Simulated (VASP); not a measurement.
# Ta4W in VASP: a series of runs

Ta4W is run at these levels: LDA; tasks: single point.

Everything below comes from runs of VASP 6.6.1. Logs are shortened: lines on timing, memory, paths and dates and some standing lists are left out, and cuts for length are marked.

## (1) The cell of the first run

The cell holds a slab with vacuum, 5 atoms: a = 4.600 Å, b = 4.600 Å, c = 19.756 Å, α = 90.00°, β = 90.00°, γ = 120.00°.

## (2) Single point, LDA

File INCAR:

```
SYSTEM = Ta4W
  ALGO = Normal
  DIPOL = 0.5 0.5 0.500
  EDIFF = 1E-7
  ENCUT = 520
  IDIPOL = 3
  ISIF = 2
  ISMEAR = -1
  LASPH = .True.
  LCHARG = .True.
  LDIPOL = .True.
  LELF = .True.
  LREAL = .False.
  LVACPOTAV = .True.
  LVHAR = .True.
  LWAVE = .False.
  NBANDS = 37
  NELM = 80
  PREC = Accurate
  SIGMA = 0.05
```

File KPOINTS:

```
k-points
0
Gamma
  10 10 1
  0 0 0
```

File POSCAR:

```
Ta4W
1.0
    4.6002256691      0.0000000000      0.0000000000
   -2.3001128346      3.9839122926      0.0000000000
    0.0000000000      0.0000000000     19.7561000000
W Ta
1 4
Direct
    0.8333333333      0.1666666667      0.4169545150
    0.1666666667      0.8333333333      0.4556693267
    0.5000000000      0.5000000000      0.4999999459
    0.8333333333      0.1666666667      0.5443306958
    0.1666666667      0.8333333333      0.5830455166
```

Potentials or basis: VASP PAW LDA potentials, release 64 (W_sv, Ta_pv).

On the command line:

```bash
$ cat potpaw_LDA.64/W_sv/POTCAR potpaw_LDA.64/Ta_pv/POTCAR > POTCAR
$ mpirun -np 1 vasp_std > vasp.out
```

OUTCAR:

```text
SYSTEM = Ta4W
   EDIFF = 1E-7
   ENCUT = 520
   ISIF = 2
   ISMEAR = -1
   LASPH = .True.
   LREAL = .False.
   NELM = 80
   PREC = Accurate

 ion  position               nearest neighbor table
   1  0.833  0.167  0.417-   4 2.52   2 2.76   2 2.76   2 2.76   3 3.12   3 3.12   3 3.12
   2  0.167  0.833  0.456-   5 2.52   1 2.76   1 2.76   1 2.76   3 2.80   3 2.80   3 2.80   4 3.18
                             4 3.18   4 3.18
   3  0.500  0.500  0.500-   2 2.80   2 2.80   2 2.80   4 2.80   4 2.80   4 2.80   1 3.12   1 3.12
                             1 3.12   5 3.12   5 3.12   5 3.12
   4  0.833  0.167  0.544-   1 2.52   5 2.76   5 2.76   5 2.76   3 2.80   3 2.80   3 2.80   2 3.18
                             2 3.18   2 3.18
   5  0.167  0.833  0.583-   2 2.52   4 2.76   4 2.76   4 2.76   3 3.12   3 3.12   3 3.12

  LATTYP: Found a hexagonal cell.
 ALAT       =     4.6002256691
 C/A-ratio  =     4.2945936615

  Lattice vectors:

 A1 = (   4.6002256691,   0.0000000000,   0.0000000000)
 A2 = (  -2.3001128346,   3.9839122926,   0.0000000000)
 A3 = (   0.0000000000,   0.0000000000,  19.7561000000)

Analysis of symmetry for initial positions (statically):
=====================================================================
 Subroutine PRICEL returns:
 Original cell was already a primitive cell.

 Routine SETGRP: Setting up the symmetry group for a
 hexagonal supercell.

 Subroutine GETGRP returns: Found  6 space group operations
 (whereof  2 operations were pure point group operations)
 out of a pool of 24 trial point group operations.

The static configuration has the point symmetry C_1h.
 The point group associated with its full space group is C_3v.

Analysis of symmetry for dynamics (positions and initial velocities):
=====================================================================
 Subroutine PRICEL returns:
 Original cell was already a primitive cell.

 Routine SETGRP: Setting up the symmetry group for a
 hexagonal supercell.

 Subroutine GETGRP returns: Found  6 space group operations
 (whereof  2 operations were pure point group operations)
 out of a pool of 24 trial point group operations.

The dynamic configuration has the point symmetry C_1h.
 The point group associated with its full space group is C_3v.

 Subroutine INISYM returns: Found  6 space group operations
 (whereof  2 operations are pure point group operations),
 and found     1 'primitive' translations

----------------------------------------------------------------------------------------

                                     Primitive cell

  volume of cell :     362.0680

  direct lattice vectors                    reciprocal lattice vectors
[... 92 lines left out ...]
   PSTRESS=    0.0 pullay stress
   NELECT =      58.0000    total number of electrons
   NUPDOWN=      -1.0000    fix difference up-down
   EMIN   =  10.00;   EMAX   =-10.00  energy-range for DOS
   EFERMI =   0.00;   METHOD = LEGACY
   ISMEAR =    -1;   SIGMA  =   0.05  broadening in eV -4-tet -1-fermi 0-gaus
   EFERMI_NEDOS =   21; number of points for ismear=-14 and -15
   IALGO  =     38    algorithm
   IMIX   =      4    mixing-type and parameters
     AMIX     =   0.40;   BMIX     =  1.00
     AMIX_MAG =   1.60;   BMIX_MAG =  1.00
  volume/ion in A,a.u.               =      72.41       488.67
  Fermi-wavevector in a.u.,A,eV,Ry     =   0.889107  1.680169 10.755563  0.790512
  Thomas-Fermi vector in A             =   2.010624
   LORBIT       =      0    0 simple, 1 ext, 2 COOP (PROOUT), +10 PAW based schemes
   GGA     = CA    functional components
   LHFCALC =     F    Hartree Fock is set to
   AEXX    =    0.0000 exact exchange contribution
   IVDW    =     0    specifies the selected vdW correction
   LEPSILON=     F    determine dielectric tensor
   LRPA    =     F    only Hartree local field effects (RPA)
 non-spin polarized calculation
  energy-cutoff  :      520.00
  volume of cell :      362.07
 maximum number of plane-waves:      9811
 NGX is ok and might be reduce to    36
   NGX = 17   NGY = 17   NGZ = 73

 dipolmoment           0.000000      0.000000      0.187180 electrons x Angstroem

 number of electron      58.0000006 magnetization

 dipolmoment           0.000000      0.000000     -0.033640 electrons x Angstroem

 Free energy of the ion-electron system (eV)
  ---------------------------------------------------
  ext. energy  EPLUGINS =         0.00000000
  ---------------------------------------------------
  free energy    TOTEN  =       -57.96612990 eV

  energy without entropy =      -57.91873518  energy(sigma->0) =      -57.94243254

 E-fermi :  -1.3539     XC(G=0):  -4.2467

 val. band max:       -1.3935777962   @ k =   0.3000   0.2000   0.0000
 cond. band min:      -1.3421243078   @ k =   0.2000   0.1000   0.0000
 fundamental gap:      0.0514534883
 Fermi energy:        -1.3538856699

 k-point     1 :       0.0000    0.0000    0.0000
  band No.  band energies     occupation
      1     -74.4674      2.00000
      2     -39.1549      2.00000
      3     -38.8971      2.00000
      4     -38.8971      2.00000
      5     -35.7283      2.00000
      6     -35.5536      2.00000
[... 549 lines left out ...]
     36       0.4786      0.00000
     37       0.8895      0.00000

------------------------ aborting loop because EDIFF is reached ----------------------------------------

  FORCE on cell =-STRESS in cart. coord.  units (eV):
  Direction    XX          YY          ZZ          XY          YZ          ZX
  --------------------------------------------------------------------------------------
  -------------------------------------------------------------------------------------
  Total       -5.5895451     -5.5895451     -2.5217588      0.0000000      0.0000000     -0.0000000
  in kB      -24.7341465    -24.7341465    -11.1589673      0.0000000      0.0000000     -0.0000000
  external PRESSURE =     -20.2090867 kB  Pullay stress =       0.0000000 kB

 VOLUME and BASIS-vectors are now :
 -----------------------------------------------------------------------------
  energy-cutoff  :      520.00
  volume of cell :      362.07
      direct lattice vectors                 reciprocal lattice vectors
     4.600225669  0.000000000  0.000000000     0.217380640  0.125504771  0.000000000
    -2.300112835  3.983912293  0.000000000     0.000000000  0.251009542  0.000000000
     0.000000000  0.000000000 19.756100000     0.000000000  0.000000000  0.050617278

 POSITION                                       TOTAL-FORCE (eV/Angst)
 -----------------------------------------------------------------------------------
      3.45017      0.66399      8.23740        -0.000000      0.000000      1.532326
     -1.15006      3.31993      9.00225         0.000000     -0.000000     -0.778942
      1.15006      1.99196      9.87805        -0.000000      0.000000      0.140373
      3.45017      0.66399     10.75385         0.000000     -0.000000     -1.054899
     -1.15006      3.31993     11.51871        -0.000000     -0.000000      0.161142
 -----------------------------------------------------------------------------------
    total drift:                               -0.000000      0.000000     -0.000033

  FREE ENERGIE OF THE ION-ELECTRON SYSTEM (eV)
  ---------------------------------------------------
  free  energy   TOTEN  =       -57.9661299043 eV

  energy  without entropy=      -57.9187351761  energy(sigma->0) =      -57.94243254

 vacuum level on the upper side and lower side of the slab         2.493         2.825
```

OSZICAR:

```text
N       E                     dE             d eps       ncg     rms          rms(c)
DAV:   1     0.457914348389E+03    0.45791E+03   -0.32613E+04  1364   0.130E+03
DAV:   2    -0.376090272860E+02   -0.49552E+03   -0.48459E+03  1246   0.341E+02
DAV:   3    -0.628332311650E+02   -0.25224E+02   -0.24320E+02  1247   0.686E+01
[... 21 lines left out ...]
DAV:  25    -0.579661225660E+02   -0.15447E-04   -0.12582E-06   983   0.283E-03    0.614E-04
DAV:  26    -0.579661281739E+02   -0.56080E-05   -0.51741E-07   953   0.181E-03    0.190E-04
DAV:  27    -0.579661293534E+02   -0.11794E-05   -0.47744E-08   900   0.553E-04    0.995E-05
DAV:  28    -0.579661298459E+02   -0.49251E-06   -0.30257E-08   816   0.377E-04    0.545E-05
DAV:  29    -0.579661299043E+02   -0.58416E-07   -0.26279E-09   772   0.171E-04
   1 F= -.57966130E+02 E0= -.57942433E+02  d E =-.473947E-01
```

stdout:

```text
POSCAR found type information on POSCAR W Ta
 POSCAR found :  2 types and       5 ions
 scaLAPACK will be used
 LDA part: xc-table for (Slater(with rela. corr.)+CA(PZ))
 , standard interpolation
 POSCAR, INCAR and KPOINTS ok, starting setup
 FFT: planning ... GRIDC
 FFT: planning ... GRID_SOFT
 FFT: planning ... GRID
 WAVECAR not read
 entering main loop
 -----------------------------------------------------------------------------
|                                                                             |
|           W    W    AA    RRRRR   N    N  II  N    N   GGGG   !!!           |
|           W    W   A  A   R    R  NN   N  II  NN   N  G    G  !!!           |
|           W    W  A    A  R    R  N N  N  II  N N  N  G       !!!           |
|           W WW W  AAAAAA  RRRRR   N  N N  II  N  N N  G  GGG   !            |
|           WW  WW  A    A  R   R   N   NN  II  N   NN  G    G                |
|           W    W  A    A  R    R  N    N  II  N    N   GGGG   !!!           |
|                                                                             |
|     Did not find any points to average over, which means that no vacuum     |
|     field-free region was found. Please increase the size of  your cell     |
|     in the dimension of the dipole correction to obtain accurate            |
|     workfunction values.                                                    |
|                                                                             |
 -----------------------------------------------------------------------------
```

Wall time 5.8 min (1 thread of Intel Xeon Platinum 8375C at 2.90GHz (Ice Lake), shared host); peak memory 0.44 GiB.

Results:

| Item | Value |
| --- | --- |
| Free energy | -57.9661 eV |
| Largest force | 1.532 eV/Å |
| Band gap on the k mesh | zero (bands 29 and 30 overlap by 0.33 eV) |

Forces in eV/Å, atoms in the order of the input:
```
W    0.000  0.000  1.532
Ta   0.000  0.000 -0.779
Ta   0.000  0.000  0.140
Ta   0.000  0.000 -1.055
Ta   0.000  0.000  0.161
```

Caveat: spin-orbit coupling is left out, which moves the levels of the heavy elements.

## (3) Single point, LDA

File INCAR:

```
PREC = Accurate
ENCUT = 520
EDIFF = 1E-7
ISMEAR = -1
SIGMA = 0.05
LREAL = False
LASPH = True
NELM = 80
ALGO = Normal
ISIF = 2
LWAVE = False
LCHARG = False
LDIPOL = True
IDIPOL = 3
DIPOL = 0.5 0.5 0.500
GGA = CA
NBANDS = 37
```

File KPOINTS:

```
regular mesh
0
Gamma
  10 10 1
```

POSCAR is that of step 2.

Potentials or basis: VASP PAW LDA potentials, release 64 (W_sv, Ta_pv).

On the command line:

```bash
$ cat potpaw_LDA.64/W_sv/POTCAR potpaw_LDA.64/Ta_pv/POTCAR > POTCAR
$ mpirun -np 1 vasp_std > vasp.out
```

Run time: 5.9 min. Hardware: 1 thread of Intel Xeon Platinum 8375C at 2.90GHz (Ice Lake), shared host; peak memory 0.44 GiB.

The run converged. Its results:

```yaml
Free_energy: -57.9661 eV
Largest_force: 1.532 eV/Å
Band_gap_on_the_k_mesh: zero (bands 29 and 30 overlap by 0.33 eV)
```

Forces on the atoms (eV/Å):
```
W    0.000  0.000  1.532
Ta   0.000  0.000 -0.779
Ta   0.000  0.000  0.140
Ta   0.000  0.000 -1.055
Ta   0.000  0.000  0.161
```

Levels at points of the mesh, in eV from the Fermi level:
```csv
k point,band 26,band 27,band 28,band 29,band 30,band 31,band 32,band 33
"(0.00, 0.00, 0.00)",-1.26,-0.85,-0.74,-0.74,0.08,0.08,0.58,1.82
"(0.50, 0.00, 0.00)",-1.25,-1.18,-1.04,-0.88,0.14,0.45,0.98,1.37
```

Caveat: spin-orbit coupling is left out, which moves the levels of the heavy elements.
